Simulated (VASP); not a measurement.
Set up this calculation in VASP 6.6.1, as the native input.

* Task: single point
* Functional: PBEsol
* Potentials or basis: VASP PAW PBE potentials, release 64 (Bi_d, Te)
* Cutoff: 520 eV
* k mesh: 7 × 7 × 7
* Occupations: fermi-dirac, width 0.08 eV
* Spin: no spin polarisation
* Dipole correction: no
* Further INCAR settings: ALGO = Normal; EDIFF = 1e-06; NBANDS = 32

The structure of Bi2Te3 lies in POSCAR:

```
Bi2Te3
1.0
    2.1930005584      1.2661294627     10.4706401000
   -2.1930005584      1.2661294627     10.4706401000
    0.0000000000     -2.5322589254     10.4706401000
Bi Te
2 3
Direct
    0.4000000000      0.4000000000      0.4000000000
    0.6000000000      0.6000000000      0.6000000000
    0.0000000000      0.0000000000      0.0000000000
    0.2095000000      0.2095000000      0.2095000000
    0.7905000000      0.7905000000      0.7905000000
```

This cell differs from its parent crystal: zz strain of +3 %.

The input as run:

INCAR

```
SYSTEM = Bi2Te3
  PREC = Accurate
  ENCUT = 520
  EDIFF = 1E-6
  ISMEAR = -1
  SIGMA = 0.08
  LREAL = .FALSE.
  LASPH = .TRUE.
  NELM = 80
  ALGO = Normal
  ISIF = 2
  LWAVE = .FALSE.
  LCHARG = .FALSE.
  GGA = PS
  NBANDS = 32
```

KPOINTS

```
Automatic mesh
0
G
  7 7 7
  0 0 0
```

Potentials or basis: VASP PAW PBE potentials, release 64 (Bi_d, Te).

The run is started by

```console
$ cat potpaw_PBE.64/Bi_d/POTCAR potpaw_PBE.64/Te/POTCAR > POTCAR
$ mpirun -np 1 vasp_std > vasp.out
```

It gave:

```
Pressure               : -2.1 GPa
Largest force          : 0.354 eV/Å
Band gap on the k mesh : 0.33 eV
```

Caveat: the cell differs from its parent crystal (zz strain of +3 %); the PAW data sets were made with another functional, which shifts forces and pressure a little; spin-orbit coupling is left out, which moves the levels of the heavy elements.

Run time: 11 min on 1 thread of Intel(R) Xeon(R) 6975P-C (Granite Rapids), on a shared host, peak memory 1 GiB.
